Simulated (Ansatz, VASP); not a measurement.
ZrNb2N3: VASP beside Ansatz

```xyz
6
Lattice="2.7413 -4.7557 0.0073 2.7413 4.7557 0.0073 -0.0124 0.0000 2.8832" Properties=species:S:1:pos:R:3 pbc="T T T"
Zr    0.0000    0.0000    0.0000
Nb    2.7413   -1.5851    0.0073
Nb    2.7413    1.5851    0.0073
N     1.3644    2.3778    1.4452
N     1.3644   -2.3778    1.4452
N     2.7351    0.0000    1.4489
```

Change from the starting cell: species swapped into the YB2Ir3 type (C2/m, No. 12).

Alike in both runs: functional PBE; k mesh 3 × 3 × 4; occupations gaussian, width 0.15 eV; no spin polarisation.

Ansatz relaxed the structure, and its values are those at the end. VASP's run is a single point on that final structure, the one shown.

```csv
,VASP,Ansatz
version,VASP 6.6.1,Ansatz 0.2.0
potentials or method,"VASP PAW PBE potentials, release 64 (Zr_sv, Nb_sv, N), cutoff 600 eV","scalar-relativistic, plane waves, PAW"
valence electrons in the cell,53,53
```

|  | VASP | Ansatz | Ansatz less VASP |
| --- | --- | --- | --- |
| gap on the k mesh at the Fermi level (eV) | none | none | - |
| pressure (GPa) | -0.5 | 0.0 | +0.45 |

A gap of «none» marks a metal or a gap that the smearing closes. With one functional, cell and mesh, what is left measures potentials, basis and numerics.

The k mesh is coarse, so the values compare programs but aren't converged.
